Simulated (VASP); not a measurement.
# S (Pm) in VASP: single point with PBEsol

Aim: the single point of S with PBEsol.

Everything below comes from runs of VASP 6.6.1. Logs are shortened: lines on timing, memory, paths and dates and some standing lists are left out, and cuts for length are marked.

**1. The cell of the first run**

Symmetry: Pm, No. 6, monoclinic system. The conventional cell has a = 5.678 Å, b = 2.950 Å, c = 5.678 Å, α = 90.00°, β = 90.00°, γ = 90.00°. S (site symmetry m) has 1 S at 1.77 Å within 2.4 Å. Within 2.4 Å of S (site symmetry m) lie 1 S at 1.77 Å. S (site symmetry m) has 1 S at 1.87 Å within 2.5 Å. S (site symmetry m) has 1 S at 1.87 Å within 2.5 Å.

**2. Single point, PBEsol (one atom moved)**

The input, INCAR:

```
SYSTEM = S
  PREC = Accurate
  ENCUT = 520
  EDIFF = 1E-7
  ISMEAR = 0
  SIGMA = 0.1
  LREAL = .FALSE.
  LASPH = .TRUE.
  NELM = 80
  ALGO = Fast
  ISIF = 2
  LWAVE = .FALSE.
  LCHARG = .FALSE.
  GGA = PS
  NBANDS = 20
```

The input, KPOINTS:

```
regular mesh
0
G
  8 8 12
  0 0 0
```

The input, POSCAR:

```
S
1.0
    5.6780537900      0.0000000000      0.0000000000
    0.0000000000      5.6780537900      0.0000000000
    0.0000000000      0.0000000000      2.9496155800
S
4
Direct
    0.8833913800      0.9098088825      0.5000000000
    0.1166086200      0.1166086200      0.5000000000
    0.3833913800      0.6166086200      0.0000000000
    0.6166086200      0.3833913800      0.0000000000
```

Potentials or basis: VASP PAW PBE potentials, release 64 (S).

On the command line:

```console
> cat potpaw_PBE.64/S/POTCAR > POTCAR
> mpirun -np 1 vasp_std > vasp.out
```

OUTCAR:

```text
SYSTEM = S
   PREC = Accurate
   ENCUT = 520
   EDIFF = 1E-7
   ISMEAR = 0
   LREAL = .FALSE.
   LASPH = .TRUE.
   NELM = 80
   ISIF = 2
   GGA = PS

 ion  position               nearest neighbor table
   1  0.883  0.910  0.500-   2 1.77
   2  0.117  0.117  0.500-   1 1.77
   3  0.383  0.617  0.000-   4 1.87
   4  0.617  0.383  0.000-   3 1.87

  LATTYP: Found a simple tetragonal cell.
 ALAT       =     5.6780537900
 C/A-ratio  =     0.5194765124

  Lattice vectors:

 A1 = (   5.6780537900,   0.0000000000,   0.0000000000)
 A2 = (   0.0000000000,   5.6780537900,   0.0000000000)
 A3 = (   0.0000000000,   0.0000000000,   2.9496155800)

Analysis of symmetry for initial positions (statically):
=====================================================================
 Subroutine PRICEL returns:
 Original cell was already a primitive cell.

 Routine SETGRP: Setting up the symmetry group for a
 simple tetragonal supercell.

 Subroutine GETGRP returns: Found  2 space group operations
 (whereof  2 operations were pure point group operations)
 out of a pool of 16 trial point group operations.

The static configuration has the point symmetry C_1h.

Analysis of symmetry for dynamics (positions and initial velocities):
=====================================================================
 Subroutine PRICEL returns:
 Original cell was already a primitive cell.

 Routine SETGRP: Setting up the symmetry group for a
 simple tetragonal supercell.

 Subroutine GETGRP returns: Found  2 space group operations
 (whereof  2 operations were pure point group operations)
 out of a pool of 16 trial point group operations.

The dynamic configuration has the point symmetry C_1h.

 Subroutine INISYM returns: Found  2 space group operations
 (whereof  2 operations are pure point group operations),
 and found     1 'primitive' translations

----------------------------------------------------------------------------------------

                                     Primitive cell

  volume of cell :      95.0965

  direct lattice vectors                    reciprocal lattice vectors
     5.678053790  0.000000000  0.000000000     0.176116683  0.000000000  0.000000000
     0.000000000  5.678053790  0.000000000     0.000000000  0.176116683  0.000000000
     0.000000000  0.000000000  2.949615580     0.000000000  0.000000000  0.339027230

  length of vectors
     5.678053790  5.678053790  2.949615580     0.176116683  0.176116683  0.339027230

  position of ions in fractional coordinates (direct lattice)
     0.883391380  0.909808883  0.500000000
     0.116608620  0.116608620  0.500000000
     0.383391380  0.616608620  0.000000000
     0.616608620  0.383391380  0.000000000

  ion indices of the primitive-cell ions
   primitive index   ion index
                 1           1
                 2           2
                 3           3
                 4           4

----------------------------------------------------------------------------------------

 KPOINTS: regular mesh

Automatic generation of k-mesh.
 Grid dimensions read from file:
 generate k-points for:    8    8   12

 Generating k-lattice:

  Cartesian coordinates                     Fractional coordinates (reciprocal lattice)
     0.022014585  0.000000000  0.000000000     0.125000000  0.000000000  0.000000000
     0.000000000  0.022014585  0.000000000     0.000000000  0.125000000  0.000000000
     0.000000000  0.000000000  0.028252269     0.000000000  0.000000000  0.083333333

  Length of vectors
     0.022014585  0.022014585  0.028252269

  Shift w.r.t. Gamma in fractional coordinates (k-lattice)
     0.000000000  0.000000000  0.000000000

 Subroutine IBZKPT returns following result:
 ===========================================

 Found    238 irreducible k-points:

 Following reciprocal coordinates:
            Coordinates               Weight
  0.000000  0.000000  0.000000      1.000000
  0.125000  0.000000  0.000000      2.000000
  0.000000  0.125000  0.000000      2.000000
  0.250000  0.000000  0.000000      2.000000
  0.000000  0.250000  0.000000      2.000000
  0.375000  0.000000  0.000000      2.000000
[... 16 lines left out ...]
 -0.250000  0.250000  0.000000      2.000000
  0.375000  0.250000  0.000000      2.000000
 [... further k-points ...]
   k-points           NKPTS =    238   k-points in BZ     NKDIM =    238   number of bands    NBANDS=     20
   number of dos      NEDOS =    301   number of ions     NIONS =      4
   total plane-waves  NPLWV =  42336
   dimension x,y,z NGX =    42 NGY =   42 NGZ =   24
   dimension x,y,z NGXF=    84 NGYF=   84 NGZF=   48
   ions per type =               4
   NGX,Y,Z   is equivalent  to a cutoff of  12.30, 12.30, 13.53 a.u.
   NGXF,Y,Z  is equivalent  to a cutoff of  24.59, 24.59, 27.05 a.u.
 SYSTEM =  S
   PREC   = accura    normal or accurate (medium, high low for compatibility)
   ISTART =      0    job   : 0-new  1-cont  2-samecut
   ICHARG =      2    charge: 1-file 2-atom 10-const
   ISPIN  =      1    spin polarized calculation?
   LNONCOLLINEAR =      F non collinear calculations
   LSORBIT =      F    spin-orbit coupling
   LASPH  =      T    aspherical Exc in radial PAW
   ENCUT  =  520.0 eV  38.22 Ry    6.18 a.u.  10.56 10.56  5.48*2*pi/ulx,y,z
   NELM   =     80;   NELMIN=  2; NELMDL= -5     # of ELM steps
   EDIFF  = 0.1E-06   stopping-criterion for ELM
   LREAL  =      F    real-space projection
   EDIFFG = 0.1E-05   stopping-criterion for IOM
   NSW    =      0    number of steps for IOM
   IBRION =     -1    ionic relax: 0-MD 1-quasi-New 2-CG
   NFREE  =      0    steps in history (QN), initial steepest desc. (CG)
   ISIF   =      2    stress and relaxation
   ISYM   =      2    0-nonsym 1-usesym 2-fastsym
   POTIM  = 0.5000    time-step for ionic-motion
   TEBEG  =    0.0;   TEEND  =   0.0 temperature during run
   PSTRESS=    0.0 pullay stress
   NELECT =      24.0000    total number of electrons
   NUPDOWN=      -1.0000    fix difference up-down
   EMIN   =  10.00;   EMAX   =-10.00  energy-range for DOS
   EFERMI =   0.00;   METHOD = LEGACY
   ISMEAR =     0;   SIGMA  =   0.10  broadening in eV -4-tet -1-fermi 0-gaus
   EFERMI_NEDOS =   21; number of points for ismear=-14 and -15
   IALGO  =     68    algorithm
   IMIX   =      4    mixing-type and parameters
     AMIX     =   0.40;   BMIX     =  1.00
     AMIX_MAG =   1.60;   BMIX_MAG =  1.00
  volume/ion in A,a.u.               =      23.77       160.44
  Fermi-wavevector in a.u.,A,eV,Ry     =   1.034563  1.955041 14.562607  1.070321
  Thomas-Fermi vector in A             =   2.168865
   LORBIT       =      0    0 simple, 1 ext, 2 COOP (PROOUT), +10 PAW based schemes
   GGA     = PS    functional components
   LHFCALC =     F    Hartree Fock is set to
   AEXX    =    0.0000 exact exchange contribution
   IVDW    =     0    specifies the selected vdW correction
   LEPSILON=     F    determine dielectric tensor
   LRPA    =     F    only Hartree local field effects (RPA)
 non-spin polarized calculation
 RMM-DIIS sequential band-by-band and
 Gauss-broadening in eV      SIGMA  =   0.10
  energy-cutoff  :      520.00
  volume of cell :       95.10
 maximum number of plane-waves:      2595
   NGX = 21   NGY = 21   NGZ = 11

 number of electron      24.0000000 magnetization

 Free energy of the ion-electron system (eV)
  ---------------------------------------------------
  ext. energy  EPLUGINS =         0.00000000
  ---------------------------------------------------
  free energy    TOTEN  =       -16.04978537 eV

  energy without entropy =      -16.02999839  energy(sigma->0) =      -16.03989188

 E-fermi :   3.1353     XC(G=0):  -8.9705

 val. band max:        3.1339559586   @ k =   0.3750   0.1250   0.0833
 cond. band min:       3.1357115344   @ k =   0.2500   0.2500   0.2500
 fundamental gap:      0.0017555759
 Fermi energy:         3.1353420404

 k-point     1 :       0.0000    0.0000    0.0000
  band No.  band energies     occupation
      1     -14.2555      2.00000
      2     -13.1515      2.00000
      3      -7.6719      2.00000
      4      -7.5638      2.00000
      5      -2.6219      2.00000
      6      -1.9742      2.00000
[... 12 lines left out ...]
     19      10.5431      0.00000
     20      10.9939      0.00000

 k-point     2 :       0.1250    0.0000    0.0000
  band No.  band energies     occupation
      1     -14.2478      2.00000
      2     -13.1611      2.00000
      3      -7.6668      2.00000
      4      -7.5639      2.00000
      5      -2.7569      2.00000
      6      -2.2794      2.00000
[... 12 lines left out ...]
     19      10.7164      0.00000
     20      10.9828      0.00000

 k-point     3 :       0.0000    0.1250    0.0000
  band No.  band energies     occupation
      1     -14.2482      2.00000
      2     -13.1606      2.00000
      3      -7.6673      2.00000
      4      -7.5621      2.00000
      5      -2.7472      2.00000
      6      -2.3279      2.00000
[... 12 lines left out ...]
     19      10.7098      0.00000
     20      10.9895      0.00000

 k-point     4 :       0.2500    0.0000    0.0000
  band No.  band energies     occupation
      1     -14.2286      2.00000
      2     -13.1849      2.00000
      3      -7.6524      2.00000
      4      -7.5658      2.00000
      5      -2.9793      2.00000
      6      -2.6252      2.00000
[... 429 lines left out ...]
 k-point    23 :      -0.2500    0.2500    0.0000
  band No.  band energies     occupation
      1     -14.2119      2.00000
      2     -13.1984      2.00000
      3      -7.6725      2.00000
      4      -7.6042      2.00000
      5      -3.1593      2.00000
      6      -2.3369      2.00000
[... 12 lines left out ...]
     19      10.4325      0.00000
     20      10.8904      0.00000

 k-point    24 :       0.3750    0.2500    0.0000
  band No.  band energies     occupation
      1     -14.2007      2.00000
      2     -13.2054      2.00000
      3      -7.7568      2.00000
      4      -7.5813      2.00000
      5      -2.9332      2.00000
      6      -2.4266      2.00000
[... 12 lines left out ...]
     19       9.9724      0.00000
     20      10.5779      0.00000

 [... further k-points ...]

------------------------ aborting loop because EDIFF is reached ----------------------------------------

  FORCE on cell =-STRESS in cart. coord.  units (eV):
  Direction    XX          YY          ZZ          XY          YZ          ZX
  --------------------------------------------------------------------------------------
  -------------------------------------------------------------------------------------
  Total        4.3911825      3.3150084     -0.8241109      3.6025031      0.0000000      0.0000000
  in kB       73.9822695     55.8509786    -13.8845500     60.6946655      0.0000000      0.0000000
  external PRESSURE =      38.6495660 kB  Pullay stress =       0.0000000 kB

 VOLUME and BASIS-vectors are now :
 -----------------------------------------------------------------------------
  energy-cutoff  :      520.00
  volume of cell :       95.10
      direct lattice vectors                 reciprocal lattice vectors
     5.678053790  0.000000000  0.000000000     0.176116683  0.000000000  0.000000000
     0.000000000  5.678053790  0.000000000     0.000000000  0.176116683  0.000000000
     0.000000000  0.000000000  2.949615580     0.000000000  0.000000000  0.339027230

 POSITION                                       TOTAL-FORCE (eV/Angst)
 -----------------------------------------------------------------------------------
      5.01594      5.16594      1.47481        -3.504823     -3.167191      0.000000
      0.66211      0.66211      1.47481         3.506318      3.142536      0.000000
      2.17692      3.50114      0.00000        -0.477001      0.415642      0.000000
      3.50114      2.17692      0.00000         0.475507     -0.390987      0.000000
 -----------------------------------------------------------------------------------
    total drift:                               -0.000017     -0.000070      0.000000

  FREE ENERGIE OF THE ION-ELECTRON SYSTEM (eV)
  ---------------------------------------------------
  free  energy   TOTEN  =       -16.0497853656 eV

  energy  without entropy=      -16.0299983883  energy(sigma->0) =      -16.03989188
```

Wall time 10 min (1 thread of Oxide Virtual Turin-like, shared host); peak memory 0.38 GiB.

What came out:

| Item | Value |
| --- | --- |
| Free energy | -16.0498 eV |
| Pressure | 3.9 GPa |
| Largest force | 4.724 eV/Å |
| Band gap on the k mesh | zero (bands 12 and 13 overlap by 1.95 eV) |

Forces in eV/Å, atoms in the order of the input:
```
S   -3.505 -3.167  0.000
S    3.506  3.143  0.000
S   -0.477  0.416  0.000
S    0.476 -0.391  0.000
```

Stress tensor (GPa, compression positive):
```
 7.40  6.07  0.00
 6.07  5.59  0.00
 0.00  0.00 -1.39
```

Levels at points of the mesh, in eV from the Fermi level:
```
           k point  band 10  band 11  band 12  band 13  band 14  band 15
(0.00, 0.00, 0.00)    -1.76    -0.85     0.91     2.75     2.81     4.60
(0.50, 0.00, 0.00)    -0.92    -0.76    -0.63     2.77     2.80     3.18
(0.00, 0.50, 0.00)    -0.92    -0.86    -0.64     2.76     2.81     3.20
(0.50, 0.50, 0.00)    -0.91    -0.46    -0.35     2.69     2.79     4.42
(0.00, 0.00, 0.50)    -3.53    -1.94    -1.89     0.05     0.11     3.78
(0.50, 0.00, 0.50)    -3.36    -2.29    -2.27     0.43     0.44     5.24
(0.00, 0.50, 0.50)    -3.36    -2.32    -2.28     0.42     0.49     5.23
(0.50, 0.50, 0.50)    -3.94    -1.73    -1.58     0.62     0.66     3.80
```

Caveat: the cell differs from its parent crystal (one atom moved); the stress differs along the axes, from -1 to 7 GPa; this functional lacks dispersion, which holds the molecules together, so the pressure and a relaxed volume are unreliable; the PAW data sets were made with another functional, which shifts forces and pressure a little.
